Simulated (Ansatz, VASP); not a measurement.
## Pb: VASP beside Ansatz

```
Pb
1.0
     3.03861   -1.75032    0.00000
     3.03861    1.75032    0.00000
    -2.11546    0.00000    6.09522
Pb
2
Direct
  0.09149 0.09149 0.27371
  0.90851 0.90851 0.72629
```

Alike in both runs: task single point; functional PBE; k mesh 11 × 11 × 6; occupations fermi-dirac, width 0.08 eV; non-collinear spin, spin-orbit coupling.

|  | VASP | Ansatz |
| --- | --- | --- |
| version | VASP 6.6.1 | Ansatz 0.2.0 |
| potentials or method | VASP PAW PBE potentials, release 64 (Pb_d), cutoff 500 eV | all-electron LAPW |

Ansatz gave:

| Item | Value |
| --- | --- |
| pressure (GPa) | 1.2 |
| traceless stress, the component that is largest in VASP (GPa) | 0.40 |
| rms of the force components (eV/Å) | 0.025 |

Q: Which values does VASP return?

A: Pressure (GPa): 1.1; traceless stress, the component that is largest in VASP (GPa): 0.42; rms of the force components (eV/Å): 0.027.

Atom by atom the forces differ by 0.002 eV/Å (rms over components). Ansatz ran all-electron here, and VASP with PAW potentials.
